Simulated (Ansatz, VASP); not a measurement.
**TaN: VASP beside Ansatz**

```
Ta N
1.0
     2.93800    0.00000    0.00000
    -1.46900    2.54438    0.00000
     0.00000    0.00000    2.88300
Ta N
1 1
Direct
  0.33333 0.66667 0.50000
  0.00000 0.00000 0.00000
```

Alike in both runs: task electric field gradients; functional PBE; k mesh 18 × 18 × 16; occupations fermi-dirac, width 0.05 eV; collinear spin.

|  | VASP | Ansatz |
| --- | --- | --- |
| version | VASP 6.6.1 | Ansatz 0.2.0 |
| potentials or method | VASP PAW PBE potentials, release 64 (Ta_pv, N) | plane-wave PAW, scalar-relativistic |
| plane-wave cutoff (eV) | 520 | 420 |
| valence electrons in the cell | 16 | 18 |

```tsv
	VASP	Ansatz	Ansatz less VASP
pressure (GPa)	5.4	4.7	-0.72
traceless stress, the component that is largest in VASP (GPa)	0.89	0.77	-0.114
net moment per atom (μB)	0.00	0.00	0.000
size of Vzz on the site where it differs most (V/Å²)	19.3	52.2	+32.85
```

VASP's potentials hold 16 valence electrons a cell and Ansatz's 18, so a difference there can come from the potentials and not from the codes. Ansatz's warnings: seeded moment not kept.

Neither program's run includes spin-orbit coupling.
